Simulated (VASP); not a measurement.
Wanted: the native input for a VASP 6.6.1 run.

```
Task                   : single point
Functional             : PBE
Potentials or basis    : VASP PAW PBE potentials, release 64 (K_sv, Cl)
Cutoff                 : 520 eV
k mesh                 : 8 × 8 × 8
Occupations            : fermi-dirac, width 0.02 eV
Spin                   : no spin polarisation
Dipole correction      : no
Further INCAR settings : ALGO = Normal; EDIFF = 1e-06; NBANDS = 15
```

The structure of KCl lies in POSCAR:

```
KCl
1.0
    3.6323892975      0.0000000000      0.0000000000
    0.0000000000      3.6323892975      0.0000000000
    0.0000000000      0.0000000000      3.6323892975
K Cl
1 1
Direct
    0.0000000000      0.0000000000      0.0000000000
    0.5000000000      0.5000000000      0.5000000000
```

This cell differs from its parent crystal: strain -3.7%.

The input as run:

INCAR

```
ALGO = Normal ; EDIFF = 1E-6
ENCUT = 520 ; GGA = PE
ISIF = 2 ; ISMEAR = -1
LASPH = True ; LCHARG = False
LREAL = False ; LWAVE = False
NBANDS = 15 ; NELM = 100
PREC = Accurate ; SIGMA = 0.02
```

KPOINTS

```
k-points
0
Gamma
  8 8 8
```

Potentials or basis: VASP PAW PBE potentials, release 64 (K_sv, Cl).

Command:

```bash
$ cat potpaw_PBE.64/K_sv/POTCAR potpaw_PBE.64/Cl/POTCAR > POTCAR
$ mpirun -np 1 vasp_std > vasp.out
```

Results of the run:

```
Pressure               : 4.6 GPa
Band gap on the k mesh : 5.59 eV, indirect (least direct gap 5.82 eV)
```

Caveat: the cell differs from its parent crystal (strain -3.7%).

It took 19 s on 1 thread of AMD EPYC 7R43 64-Core Processor (Zen 3), on a shared host, peak memory 0.13 GiB.
